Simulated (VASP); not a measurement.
# Hg (I4_1/amd) in VASP: single point with LDA

Aim: the single point of Hg with LDA.

Program: VASP 6.6.1. These are calculated values, not measurements. Logs are shortened: lines on timing, memory, paths and dates and some standing lists are left out, and cuts for length are marked.

## (1) The cell of the first run

The structure is tetragonal, space group I4_1/amd (No. 141). The conventional cell has a = 5.860 Å, b = 5.860 Å, c = 3.145 Å, α = 90.00°, β = 90.00°, γ = 90.00°. Hg (site symmetry -4m2) has 10 Hg at 3.03 to 3.76 Å within 4.0 Å.

## (2) Single point, LDA

Input file INCAR:

```
SYSTEM = Hg
PREC = Accurate ; ENCUT = 520
EDIFF = 1E-6 ; ISMEAR = 0
SIGMA = 0.05 ; LREAL = .False.
LASPH = .True. ; NELM = 60
ALGO = Normal ; ISIF = 2
LWAVE = .False. ; LCHARG = .False.
GGA = CA ; NBANDS = 19
```

Input file KPOINTS:

```
regular mesh
0
Gamma
  8 8 6
  0 0 0
```

Input file POSCAR:

```
Hg
1.0
   -2.9297540000      2.9297540000      1.5725530000
    2.9297540000     -2.9297540000      1.5725530000
    2.9297540000      2.9297540000     -1.5725530000
Hg
2
Direct
    0.7500000000      0.2500000000      0.5000000000
    0.0000000000      0.0000000000      0.0000000000
```

Potentials or basis: VASP PAW LDA potentials, release 64 (Hg).

Started as:

```console
$ cat potpaw_LDA.64/Hg/POTCAR > POTCAR
$ mpirun -np 1 vasp_std > vasp.out
```

OUTCAR:

```text
SYSTEM = Hg
   PREC = Accurate
   ENCUT = 520
   EDIFF = 1E-6
   ISMEAR = 0
   LREAL = .False.
   LASPH = .True.
   NELM = 60
   ISIF = 2
   GGA = CA

 ion  position               nearest neighbor table
   1  0.750  0.250  0.500-   2 3.03   2 3.03   2 3.03   2 3.03   2 3.76   2 3.76   2 3.76   2 3.76

   2  0.000  0.000  0.000-   1 3.03   1 3.03   1 3.03   1 3.03   1 3.76   1 3.76   1 3.76   1 3.76

  LATTYP: Found a body centered tetragonal cell.
 ALAT       =     5.8595080000
 C/A-ratio  =     0.5367525738

  Lattice vectors:

 A1 = (  -2.9297540000,   2.9297540000,   1.5725530000)
 A2 = (   2.9297540000,  -2.9297540000,   1.5725530000)
 A3 = (   2.9297540000,   2.9297540000,  -1.5725530000)

Analysis of symmetry for initial positions (statically):
=====================================================================
 Subroutine PRICEL returns:
 Original cell was already a primitive cell.

 Routine SETGRP: Setting up the symmetry group for a
 body centered tetragonal supercell.

 Subroutine GETGRP returns: Found 16 space group operations
 (whereof  8 operations were pure point group operations)
 out of a pool of 16 trial point group operations.

The static configuration has the point symmetry D_2d.
 The point group associated with its full space group is D_4h.

Analysis of symmetry for dynamics (positions and initial velocities):
=====================================================================
 Subroutine PRICEL returns:
 Original cell was already a primitive cell.

 Routine SETGRP: Setting up the symmetry group for a
 body centered tetragonal supercell.

 Subroutine GETGRP returns: Found 16 space group operations
 (whereof  8 operations were pure point group operations)
 out of a pool of 16 trial point group operations.

The dynamic configuration has the point symmetry D_2d.
 The point group associated with its full space group is D_4h.

 Subroutine INISYM returns: Found 16 space group operations
 (whereof  8 operations are pure point group operations),
 and found     1 'primitive' translations

----------------------------------------------------------------------------------------

                                     Primitive cell

  volume of cell :      53.9918

  direct lattice vectors                    reciprocal lattice vectors
    -2.929754000  2.929754000  1.572553000     0.000000000  0.170662793  0.317954307
     2.929754000 -2.929754000  1.572553000     0.170662793  0.000000000  0.317954307
     2.929754000  2.929754000 -1.572553000     0.170662793  0.170662793  0.000000000

  length of vectors
     4.431685903  4.431685903  4.431685903     0.360861096  0.360861096  0.241353636

  position of ions in fractional coordinates (direct lattice)
     0.750000000  0.250000000  0.500000000
     0.000000000  0.000000000  0.000000000

  ion indices of the primitive-cell ions
   primitive index   ion index
                 1           1
                 2           2

----------------------------------------------------------------------------------------

 KPOINTS: regular mesh

Automatic generation of k-mesh.
 Grid dimensions read from file:
 generate k-points for:    8    8    6

 Generating k-lattice:

  Cartesian coordinates                     Fractional coordinates (reciprocal lattice)
     0.000000000  0.021332849  0.039744288     0.125000000  0.000000000  0.000000000
     0.021332849  0.000000000  0.039744288     0.000000000  0.125000000  0.000000000
     0.028443799  0.028443799  0.000000000     0.000000000  0.000000000  0.166666667

  Length of vectors
     0.045107637  0.045107637  0.040225606

  Shift w.r.t. Gamma in fractional coordinates (k-lattice)
     0.000000000  0.000000000  0.000000000

 -----------------------------------------------------------------------------
|                                                                             |
|           W    W    AA    RRRRR   N    N  II  N    N   GGGG   !!!           |
|           W    W   A  A   R    R  NN   N  II  NN   N  G    G  !!!           |
|           W    W  A    A  R    R  N N  N  II  N N  N  G       !!!           |
|           W WW W  AAAAAA  RRRRR   N  N N  II  N  N N  G  GGG   !            |
|           WW  WW  A    A  R   R   N   NN  II  N   NN  G    G                |
|           W    W  A    A  R    R  N    N  II  N    N   GGGG   !!!           |
|                                                                             |
|     Your reciprocal lattice and k-lattice belong to different lattice       |
|     classes:                                                                |
|                                                                             |
|        The reciprocal lattice is body-centered tetragonal,                  |
|        whereas your k-lattice is base-centered monoclinic.                  |
|                                                                             |
|     Results are often still useful ...                                      |
|                                                                             |
 -----------------------------------------------------------------------------

 WARNING: IBZKPT: internal override: KBLOWUP is changed to .FALSE.
      ... skipping the blow-up phase ...

 Subroutine IBZKPT returns following result:
 ===========================================

 Found    102 irreducible k-points:

 Following reciprocal coordinates:
            Coordinates               Weight
  0.000000  0.000000  0.000000      1.000000
  0.125000  0.000000 -0.000000      4.000000
  0.250000  0.000000 -0.000000      4.000000
  0.375000  0.000000  0.000000      4.000000
  0.500000  0.000000 -0.000000      4.000000
  0.125000  0.125000 -0.000000      2.000000
[... 16 lines left out ...]
  0.125000  0.000000  0.166667      4.000000
  0.250000  0.000000  0.166667      4.000000
 [... further k-points ...]
   k-points           NKPTS =    102   k-points in BZ     NKDIM =    102   number of bands    NBANDS=     19
   number of dos      NEDOS =    301   number of ions     NIONS =      2
   total plane-waves  NPLWV =  46656
   dimension x,y,z NGX =    36 NGY =   36 NGZ =   36
   dimension x,y,z NGXF=    72 NGYF=   72 NGZF=   72
   ions per type =               2
   NGX,Y,Z   is equivalent  to a cutoff of  13.50, 13.50, 13.50 a.u.
   NGXF,Y,Z  is equivalent  to a cutoff of  27.01, 27.01, 27.01 a.u.
 SYSTEM =  Hg
   PREC   = accura    normal or accurate (medium, high low for compatibility)
   ISTART =      0    job   : 0-new  1-cont  2-samecut
   ICHARG =      2    charge: 1-file 2-atom 10-const
   ISPIN  =      1    spin polarized calculation?
   LNONCOLLINEAR =      F non collinear calculations
   LSORBIT =      F    spin-orbit coupling
   LASPH  =      T    aspherical Exc in radial PAW
   ENCUT  =  520.0 eV  38.22 Ry    6.18 a.u.   8.24  8.24  8.24*2*pi/ulx,y,z
   NELM   =     60;   NELMIN=  2; NELMDL= -5     # of ELM steps
   EDIFF  = 0.1E-05   stopping-criterion for ELM
   LREAL  =      F    real-space projection
   EDIFFG = 0.1E-04   stopping-criterion for IOM
   NSW    =      0    number of steps for IOM
   IBRION =     -1    ionic relax: 0-MD 1-quasi-New 2-CG
   NFREE  =      0    steps in history (QN), initial steepest desc. (CG)
   ISIF   =      2    stress and relaxation
   ISYM   =      2    0-nonsym 1-usesym 2-fastsym
   POTIM  = 0.5000    time-step for ionic-motion
   TEBEG  =    0.0;   TEEND  =   0.0 temperature during run
   PSTRESS=    0.0 pullay stress
   NELECT =      24.0000    total number of electrons
   NUPDOWN=      -1.0000    fix difference up-down
   EMIN   =  10.00;   EMAX   =-10.00  energy-range for DOS
   EFERMI =   0.00;   METHOD = LEGACY
   ISMEAR =     0;   SIGMA  =   0.05  broadening in eV -4-tet -1-fermi 0-gaus
   EFERMI_NEDOS =   21; number of points for ismear=-14 and -15
   IALGO  =     38    algorithm
   IMIX   =      4    mixing-type and parameters
     AMIX     =   0.40;   BMIX     =  1.00
     AMIX_MAG =   1.60;   BMIX_MAG =  1.00
  volume/ion in A,a.u.               =      27.00       182.18
  Fermi-wavevector in a.u.,A,eV,Ry     =   1.249403  2.361030 21.238818  1.561009
  Thomas-Fermi vector in A             =   2.383446
   LORBIT       =      0    0 simple, 1 ext, 2 COOP (PROOUT), +10 PAW based schemes
   GGA     = CA    functional components
   LHFCALC =     F    Hartree Fock is set to
   AEXX    =    0.0000 exact exchange contribution
   IVDW    =     0    specifies the selected vdW correction
   LEPSILON=     F    determine dielectric tensor
   LRPA    =     F    only Hartree local field effects (RPA)
 non-spin polarized calculation
 Gauss-broadening in eV      SIGMA  =   0.05
  energy-cutoff  :      520.00
  volume of cell :       53.99
 maximum number of plane-waves:      1470
 NGX is ok and might be reduce to    36
   NGX = 17   NGY = 17   NGZ = 17

 number of electron      24.0000002 magnetization

 Free energy of the ion-electron system (eV)
  ---------------------------------------------------
  ext. energy  EPLUGINS =         0.00000000
  ---------------------------------------------------
  free energy    TOTEN  =        -1.81510688 eV

  energy without entropy =       -1.81389541  energy(sigma->0) =       -1.81450115

 E-fermi :   1.6485     XC(G=0): -10.4335

 val. band max:        1.6400130225   @ k =   0.2500   0.0000  -0.0000
 cond. band min:       1.6593940833   @ k =  -0.3750  -0.3750   0.3333
 fundamental gap:      0.0193810608
 Fermi energy:         1.6485081261

 k-point     1 :       0.0000    0.0000    0.0000
  band No.  band energies     occupation
      1      -6.6837      2.00000
      2      -6.0537      2.00000
      3      -5.9294      2.00000
      4      -5.7771      2.00000
      5      -5.6764      2.00000
      6      -4.6377      2.00000
[... 11 lines left out ...]
     18      14.4345      0.00000
     19      14.4763      0.00000

 k-point     2 :       0.1250    0.0000   -0.0000
  band No.  band energies     occupation
      1      -6.3525      2.00000
      2      -6.0143      2.00000
      3      -5.8467      2.00000
      4      -5.5566      2.00000
      5      -5.5311      2.00000
      6      -4.8442      2.00000
[... 476 lines left out ...]
 k-point    24 :       0.2500    0.0000    0.1667
  band No.  band energies     occupation
      1      -5.8412      2.00000
      2      -5.6536      2.00000
      3      -5.4838      2.00000
      4      -5.3744      2.00000
      5      -5.1045      2.00000
      6      -4.9468      2.00000
[... 11 lines left out ...]
     18      12.0925      0.00000
     19      13.1181      0.00000

 [... further k-points ...]

------------------------ aborting loop because EDIFF is reached ----------------------------------------

  FORCE on cell =-STRESS in cart. coord.  units (eV):
  Direction    XX          YY          ZZ          XY          YZ          ZX
  --------------------------------------------------------------------------------------
  -------------------------------------------------------------------------------------
  Total       -1.3285273     -1.3285273     -1.6709963      0.0000000      0.0000000      0.0000000
  in kB      -39.4233459    -39.4233459    -49.5859308      0.0000000      0.0000000      0.0000000
  external PRESSURE =     -42.8108742 kB  Pullay stress =       0.0000000 kB

 VOLUME and BASIS-vectors are now :
 -----------------------------------------------------------------------------
  energy-cutoff  :      520.00
  volume of cell :       53.99
      direct lattice vectors                 reciprocal lattice vectors
    -2.929754000  2.929754000  1.572553000     0.000000000  0.170662793  0.317954307
     2.929754000 -2.929754000  1.572553000     0.170662793  0.000000000  0.317954307
     2.929754000  2.929754000 -1.572553000     0.170662793  0.170662793  0.000000000

 POSITION                                       TOTAL-FORCE (eV/Angst)
 -----------------------------------------------------------------------------------
     -0.00000      2.92975      0.78628         0.000000     -0.000000      0.000000
      0.00000      0.00000      0.00000        -0.000000      0.000000     -0.000000
 -----------------------------------------------------------------------------------
    total drift:                               -0.000000      0.000000     -0.000000

  FREE ENERGIE OF THE ION-ELECTRON SYSTEM (eV)
  ---------------------------------------------------
  free  energy   TOTEN  =        -1.8151068828 eV

  energy  without entropy=       -1.8138954125  energy(sigma->0) =       -1.81450115
```

It took 75 s on 1 thread of AMD EPYC 7R13 (Zen 3), shared host; peak memory 0.19 GiB.

Results:

```
Free energy            : -1.8151 eV
Pressure               : -4.3 GPa
Band gap on the k mesh : zero (bands 12 and 13 overlap by 3.57 eV)
```

Caveat: the cell stands under tension; spin-orbit coupling is left out, which moves the levels of the heavy elements.
